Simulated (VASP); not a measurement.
A run of VASP 6.6.1:

The input INCAR:

```
PREC = Accurate
ENCUT = 520
EDIFF = 1E-6
ISMEAR = 0
SIGMA = 0.1
LREAL = False
LASPH = True
NELM = 60
ALGO = Normal
ISIF = 2
LWAVE = False
LCHARG = True
GGA = PE
LELF = True
LVHAR = True
NBANDS = 36
```

File KPOINTS:

```
regular mesh
0
Gamma
  6 6 6
```

The input POSCAR:

```
Ge
1.0
    0.0000000000      3.8105135209      5.9523426512
    1.9551278376      0.0000000000      5.9523426512
    1.9551278376      3.8105135209      0.0000000000
Ge
4
Direct
    0.5658976876      0.5658976876      0.9341023124
    0.3158976876      0.3158976876      0.6841023124
    0.6841023124      0.6841023124      0.3158976876
    0.9341023124      0.9341023124      0.5658976876
```

Potentials or basis: VASP PAW PBE potentials, release 64 (Ge_d).

Run with:

```sh
$ cat potpaw_PBE.64/Ge_d/POTCAR > POTCAR
$ mpirun -np 1 vasp_std > vasp.out
```

Hardware: 1 thread of AMD EPYC 7R13 Processor (Zen 3) (shared host).

Problem. How long does it take, and how much memory?

Solution. Run time: 2.7 min on 1 thread of AMD EPYC 7R13 Processor (Zen 3) (shared host), peak memory 0.29 GiB. Counts: scf iterations 12, k points 46.
